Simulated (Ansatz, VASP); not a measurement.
Be2C in VASP and in Ansatz

File INCAR:

```
SYSTEM = Be2C
  PREC = Accurate
  ENCUT = 600
  EDIFF = 1E-6
  ISMEAR = 0
  SIGMA = 0.01
  LREAL = .FALSE.
  LASPH = .TRUE.
  NELM = 120
  ALGO = Normal
  ISIF = 2
  LWAVE = .FALSE.
  LCHARG = .TRUE.
  GGA = PE
  LELF = .TRUE.
  LVHAR = .TRUE.
  NBANDS = 11
  GGA_COMPAT = .FALSE.
```

Contents of KPOINTS:

```
Automatic mesh
0
G
  8 8 8
  0 0 0
```

Contents of POSCAR:

```
Be2C
1.0
    0.0000000000      2.1423285635      2.1423285635
    2.1423285635      0.0000000000      2.1423285635
    2.1423285635      2.1423285635      0.0000000000
C Be
1 2
Direct
    0.0000000000      0.0000000000      0.0000000000
    0.2500000000      0.2500000000      0.2500000000
    0.7500000000      0.7500000000      0.7500000000
```

Input for Ansatz:

```yaml
crystal:
  lattice:
    - [0.0, 2.1423285635, 2.1423285635]
    - [2.1423285635, 0.0, 2.1423285635]
    - [2.1423285635, 2.1423285635, 0.0]
  atoms:
    - { symbol: C, position: [0.0, 0.0, 0.0] }
    - { symbol: Be, position: [0.25, 0.25, 0.25] }
    - { symbol: Be, position: [0.75, 0.75, 0.75] }
kpoints:
  mp_grid: { grid: [8, 8, 8] }
hamiltonian:
  xc: pbe
scf:
  occupations: { method: fixed }
  n_extra_bands: 4
output:
  forces: true
  stress: true
  eigenvalues: true
```

Alike in both runs: task single point; functional PBE; k mesh 8 × 8 × 8; no spin polarisation.

|  | VASP | Ansatz |
| --- | --- | --- |
| version | VASP 6.6.1 | Ansatz 0.2.0 |
| potentials or method | VASP PAW PBE potentials, release 64 (C, Be) | plane waves, PAW |
| plane-wave cutoff (eV) | 600 | 420 |
| occupations | gaussian, width 0.01 eV | fixed |
| valence electrons in the cell | 8 | 8 |

|  | VASP | Ansatz | Ansatz less VASP |
| --- | --- | --- | --- |
| gap on the k mesh at the Fermi level (eV) | 1.17 | 1.18 | +0.013 |
| pressure (GPa) | 6.8 | 6.5 | -0.27 |
